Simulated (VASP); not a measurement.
# GaGe (F-43m) in VASP: a series of runs, part 2 of 2

VASP 6.6.1.

## Step 4: Single point, HSE06

Input file POSCAR:

```
GaGe
1.0
    0.0000000000      2.8978440000      2.8978440000
    2.8978440000      0.0000000000      2.8978440000
    2.8978440000      2.8978440000      0.0000000000
Ge Ga
1 1
Direct
    0.0000000000      0.0000000000      0.0000000000
    0.2500000000      0.2500000000      0.2500000000
```

Input file INCAR.step1:

```
PREC     = Accurate       # precision mode
ENCUT    = 520            # plane-wave cutoff, eV
EDIFF    = 1E-5           # SCF threshold, eV
ISMEAR   = -1             # smearing method
SIGMA    = 0.05           # smearing width, eV
LREAL    = False          # projectors in reciprocal space
LASPH    = True           # aspherical terms in the spheres
NELM     = 100            # most SCF steps
ALGO     = Normal         # electronic algorithm
ISIF     = 2              # what is computed and relaxed
LWAVE    = True           # write WAVECAR
NBANDS   = 20             # bands
GGA      = PE             # functional
KPAR     = 4
```

Input file INCAR.step2:

```
PREC     = Accurate       # precision mode
ENCUT    = 520            # plane-wave cutoff, eV
EDIFF    = 1E-6           # SCF threshold, eV
ISMEAR   = -1             # smearing method
SIGMA    = 0.05           # smearing width, eV
LREAL    = False          # projectors in reciprocal space
LASPH    = True           # aspherical terms in the spheres
NELM     = 100            # most SCF steps
ALGO     = Normal         # electronic algorithm
ISIF     = 2              # what is computed and relaxed
LWAVE    = False          # write WAVECAR
LCHARG   = True           # write CHGCAR
GGA      = PE             # functional
LHFCALC  = True           # exact exchange
HFSCREEN = 0.2079         # screening, 1/A
PRECFOCK = Normal       
LVHAR    = True         
NBANDS   = 20             # bands
ISTART   = 1            
KPAR     = 4
```

Input file KPOINTS:

```
Automatic mesh
0
Gamma
  6 6 6
```

The run is started by

```
$ cat potpaw_PBE.64/Ge_d/POTCAR potpaw_PBE.64/Ga_d/POTCAR > POTCAR
$ cp INCAR.step1 INCAR
$ mpirun -np 4 vasp_std > vasp.out
$ cp INCAR.step2 INCAR
$ mpirun -np 4 vasp_std > vasp.out
```

Wall time 33 min (4 MPI ranks of AMD EPYC 7R43 (Zen 3), shared host); peak memory 0.26 GiB.

Results (log left out):

```yaml
Free_energy: -8.2219 eV
Pressure: -1.1 GPa
Band_gap_on_the_k_mesh: zero (an odd number of electrons rules out a gap without spin polarisation)
```

Levels at points of the mesh, in eV from the Fermi level:
| k point | band 9 | band 10 | band 11 | band 12 | band 13 | band 14 | band 15 | band 16 | band 17 | band 18 |
| --- | --- | --- | --- | --- | --- | --- | --- | --- | --- | --- |
| (0.00, 0.00, 0.00) | -16.91 | -16.91 | -11.67 | 2.05 | 2.05 | 2.05 | 2.92 | 5.09 | 5.09 | 5.09 |
| (0.50, 0.00, 0.00) | -16.90 | -16.90 | -9.46 | -5.90 | 0.57 | 0.57 | 2.72 | 6.07 | 6.07 | 8.95 |
| (0.50, 0.50, 0.00) | -16.92 | -16.90 | -8.26 | -6.35 | -1.34 | -1.34 | 2.82 | 2.96 | 12.32 | 12.32 |

Caveat: the PAW data sets were made with another functional, which shifts forces and pressure a little; an odd number of electrons without spin polarisation forces a metal; a magnetic or distorted state may lie lower.

## Step 5: Single point, PBE

Input file INCAR:

```
  ALGO = Normal
  EDIFF = 1E-6
  ENCUT = 520
  GGA = PE
  ISIF = 2
  ISMEAR = 0
  LASPH = T
  LCHARG = F
  LREAL = F
  LWAVE = F
  NBANDS = 20
  NELM = 80
  PREC = Accurate
  SIGMA = 0.02
```

Input file KPOINTS:

```
k-points
0
Gamma
  8 8 8
```

Input file POSCAR:

```
GaGe
1.0
    4.0981702900      0.0000000000      0.0000000000
    2.0490851450      3.5491195802      0.0000000000
    2.0490851450      1.1830398601      3.3461420298
Ge Ga
1 1
Direct
    0.0000000000      0.0000000000      0.0000000000
    0.2500000000      0.2500000000      0.2500000000
```

The run is started by

```
$ cat potpaw_PBE.64/Ge_d/POTCAR potpaw_PBE.64/Ga_d/POTCAR > POTCAR
$ mpirun -np 1 vasp_std > vasp.out
```

Wall time 26 s (1 thread of Intel Xeon Platinum 8375C at 2.90GHz (Ice Lake), shared host); peak memory 0.18 GiB.

The run converged. Its results:

* Free energy: -7.0930 eV
* Pressure: 0.3 GPa
* Band gap on the k mesh: zero (an odd number of electrons rules out a gap without spin polarisation)

Levels at points of the mesh, in eV from the Fermi level:
```csv
k point,band 11,band 12,band 13,band 14,band 15,band 16,band 17,band 18
"(0.00, 0.00, 0.00)",-10.57,1.65,1.65,1.65,2.03,4.33,4.33,4.33
"(0.50, 0.00, 0.00)",-8.61,-5.40,0.35,0.35,2.03,5.32,5.32,8.17
"(0.50, 0.50, 0.00)",-7.55,-5.84,-1.28,-1.28,2.30,2.40,10.99,10.99
```

Caveat: an odd number of electrons without spin polarisation forces a metal; a magnetic or distorted state may lie lower.

## Step 6: Single point, HSE06

POSCAR is that of step 5.

Input file INCAR.step1:

```
PREC     = Accurate       # precision mode
ENCUT    = 520            # plane-wave cutoff, eV
EDIFF    = 1E-5           # SCF threshold, eV
ISMEAR   = 0              # smearing method
SIGMA    = 0.1            # smearing width, eV
LREAL    = False          # projectors in reciprocal space
LASPH    = True           # aspherical terms in the spheres
NELM     = 60             # most SCF steps
ALGO     = Normal         # electronic algorithm
ISIF     = 2              # what is computed and relaxed
LWAVE    = True           # write WAVECAR
LCHARG   = False          # write CHGCAR
NBANDS   = 20             # bands
GGA      = PE             # functional
```

Input file INCAR.step2:

```
PREC     = Accurate       # precision mode
ENCUT    = 520            # plane-wave cutoff, eV
EDIFF    = 1E-6           # SCF threshold, eV
ISMEAR   = 0              # smearing method
SIGMA    = 0.1            # smearing width, eV
LREAL    = False          # projectors in reciprocal space
LASPH    = True           # aspherical terms in the spheres
NELM     = 60             # most SCF steps
ALGO     = Normal         # electronic algorithm
ISIF     = 2              # what is computed and relaxed
LWAVE    = False          # write WAVECAR
LCHARG   = False          # write CHGCAR
GGA      = PE             # functional
LHFCALC  = True           # exact exchange
HFSCREEN = 0.2079         # screening, 1/A
PRECFOCK = Normal       
NBANDS   = 20             # bands
ISTART   = 1
```

Input file KPOINTS:

```
regular mesh
0
Gamma
  4 4 4
```

Potentials or basis: VASP PAW PBE potentials, release 64 (Ge_d, Ga_d).

The run is started by

```
$ cat potpaw_PBE.64/Ge_d/POTCAR potpaw_PBE.64/Ga_d/POTCAR > POTCAR
$ cp INCAR.step1 INCAR
$ mpirun -np 1 vasp_std > vasp.out
$ cp INCAR.step2 INCAR
$ mpirun -np 1 vasp_std > vasp.out
```

Run time: 17 min. Hardware: 1 thread of Intel Xeon Platinum 8375C at 2.90GHz (Ice Lake), shared host; peak memory 0.29 GiB.

Results (log left out):

| Property | Result |
| --- | --- |
| Free energy | -8.2156 eV |
| Pressure | -1.7 GPa |
| Band gap on the k mesh | zero (an odd number of electrons rules out a gap without spin polarisation) |

Levels at points of the mesh, in eV from the Fermi level:
| k point | band 12 | band 13 | band 14 | band 15 | band 16 | band 17 |
| --- | --- | --- | --- | --- | --- | --- |
| (0.00, 0.00, 0.00) | 1.60 | 1.60 | 1.60 | 2.53 | 4.64 | 4.64 |
| (0.50, 0.00, 0.00) | -6.35 | 0.12 | 0.12 | 2.31 | 5.62 | 5.62 |
| (0.50, 0.50, 0.00) | -6.80 | -1.82 | -1.81 | 2.39 | 2.54 | 11.87 |

Caveat: the k points lie up to 0.47 Å⁻¹ apart, too coarse for converged energies and pressures of a metal; the PAW data sets were made with another functional, which shifts forces and pressure a little; an odd number of electrons without spin polarisation forces a metal; a magnetic or distorted state may lie lower.

## Step 7: Overview

| level | cell | k mesh | smearing | grid for exact exchange (PRECFOCK) | share of exact exchange | screening parameter | gap on the mesh (eV) | pressure (GPa) |
| --- | --- | --- | --- | --- | --- | --- | --- | --- |
| HF | a = 4.098 Å, angles 60.0°, 2 atoms | 4 × 4 × 4 | fermi-dirac 0.05 eV | Normal | 1 | - | none | 1.7 |
| HF | a = 4.143 Å, angles 60.0°, 2 atoms | 4 × 4 × 4 | fermi-dirac 0.05 eV | Normal | 1 | - | none | -0.3 |
| HSE06 | a = 4.098 Å, angles 60.0°, 2 atoms | 6 × 6 × 6 | fermi-dirac 0.05 eV | Normal | 0.25 | 0.2079 1/Å | none | -1.1 |
| PBE | a = 4.098 Å, angles 60.0°, 2 atoms | 8 × 8 × 8 | gaussian 0.02 eV | - | - | - | none | 0.3 |
| HSE06 | a = 4.098 Å, angles 60.0°, 2 atoms | 4 × 4 × 4 | gaussian 0.1 eV | Normal | 0.25 | 0.2079 1/Å | none | -1.7 |

Alike in all rows: task single point; potentials or basis VASP PAW PBE potentials, release 64 (Ge_d, Ga_d); no spin polarisation; cutoff (eV) 520.

Caveats: some runs use coarse meshes; an odd number of electrons without spin polarisation forces a metal; a magnetic or distorted state may lie lower; the PAW data sets were made with another functional, which shifts forces and pressure a little (at least some runs).

Absolute energies hang on the potentials; compare differences alone.
